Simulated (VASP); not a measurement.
The system is MgF3.

```xyz
4
Lattice="3.6744 0.0000 0.0000 -1.8372 3.1821 0.0000 0.0000 0.0000 4.6692" Properties=species:S:1:pos:R:3 pbc="T T T"
Mg    1.8372    1.0607    2.3346
F     0.0000    0.0000    0.0000
F     0.0000    2.1214    3.0451
F     0.0000    2.1214    1.6241
```

The cell was generated, and may not be a known phase.

| Quantity | Value |
| --- | --- |
| Program | VASP 6.6.1 |
| Task | relaxation of cell and atoms |
| Functional | PBE |
| Potentials or basis | VASP PAW PBE potentials, release 64 (Mg, F) |
| Cutoff | 600 eV |
| k mesh | 6 × 6 × 4 |
| Occupations | gaussian, width 0.1 eV |
| Spin | collinear spin |
| Starting moments | [0.0, 1.0, 1.0, 1.0] μB |

At the start: pressure 17.3 GPa; volume 13.65 Å³/atom.

**Question.** Where does the relaxation end?

**Answer.** Over 21 steps the energy falls by 1119.0 meV/atom and the volume is 12.07 Å³/atom (-11.6 %); space group P-6m2 (No. 187, to 0.1 Å) before and after; moment 1.00 μB per cell.

Step by step:
```tsv
step	energy change (eV)	largest force (eV/Å)	pressure (GPa)	volume (Å³)
1	0.0000	18.2466	17.32	54.59
2	1.9682	5.3573	-5.26	65.62
3	-0.2988	4.2103	-9.63	63.21
4	-1.5929	3.4063	-10.94	61.53
5	-3.2479	1.6409	-10.30	58.12
6	-3.4608	0.4121	-7.36	56.37
7	-3.4727	0.2816	-8.38	56.80
8	-3.4747	0.1174	-8.14	56.69
9	-3.8005	0.2090	-5.33	51.97
10	-4.0264	0.3545	0.28	46.78
11	-3.5713	0.7342	25.98	37.20
12	-4.0502	0.4126	2.90	45.14
13	-4.0514	0.4296	3.73	44.68
14	-4.1854	0.5486	3.26	44.97
15	-4.4259	0.8513	2.59	45.23
16	-4.3968	0.7468	3.21	45.10
17	-4.4064	0.6600	3.33	45.18
18	-4.4741	0.1931	0.30	48.31
19	-4.4750	0.1023	0.56	47.99
20	-4.4724	0.2039	-1.32	48.78
21	-4.4761	0.0085	-0.12	48.27
```

Final structure:
```
Mg F
1.0
     3.03890    0.00000    0.00000
    -1.51945    2.63176    0.00000
     0.00000    0.00000    6.03537
Mg F
1 3
Cartesian
  1.5194 0.8773 3.0177
  0.0000 0.0000 0.0000
  0.0000 1.7545 4.1239
  0.0000 1.7545 1.9115
```

Caveat: a cell axis changed by over 15 % at a fixed basis, so the end point is rough.
